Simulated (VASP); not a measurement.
Here is a VASP 6.6.1 calculation.

Contents of POSCAR:

```
BeTe
1.0
    0.0000000000      2.8286236236      2.8286236236
    2.8286236236      0.0000000000      2.8286236236
    2.8286236236      2.8286236236      0.0000000000
Be Te
1 1
Direct
    0.0000000000      0.0000000000      0.0000000000
    0.2500000000      0.2500000000      0.2500000000
```

INCAR.step1

```
ALGO = Normal ; EDIFF = 1E-5
ENCUT = 520 ; GGA = PE
ISIF = 2 ; ISMEAR = 0
LASPH = True ; LCHARG = False
LREAL = False ; LWAVE = True
NBANDS = 11 ; NELM = 100
PREC = Accurate ; SIGMA = 0.01
```

The input INCAR.step2:

```
ALGO = Normal ; EDIFF = 1E-7
ENCUT = 520 ; GGA = PE
HFSCREEN = 0.2079 ; ISIF = 2
ISMEAR = 0 ; ISTART = 1
LASPH = True ; LCHARG = False
LHFCALC = True ; LREAL = False
LWAVE = False ; NBANDS = 11
NELM = 100 ; PREC = Accurate
PRECFOCK = Normal ; SIGMA = 0.01
```

Contents of KPOINTS:

```
k-points
0
Gamma
  4 4 4
```

Potentials or basis: VASP PAW PBE potentials, release 64 (Be, Te).

Run with:

```bash
$ cat potpaw_PBE.64/Be/POTCAR potpaw_PBE.64/Te/POTCAR > POTCAR
$ cp INCAR.step1 INCAR
$ mpirun -np 1 vasp_std > vasp.out
$ cp INCAR.step2 INCAR
$ mpirun -np 1 vasp_std > vasp.out
```

Question: Predict the pressure.

Answer: -0.5 GPa.

Question: Predict the band gap on the k mesh.

Answer: 2.69 eV, indirect (least direct gap 4.49 eV).

Caveat: the k points lie up to 0.48 Å⁻¹ apart; the PAW data sets were made with another functional, which shifts forces and pressure a little; spin-orbit coupling is left out, which moves the levels of the heavy elements. A k mesh can miss the band edges.
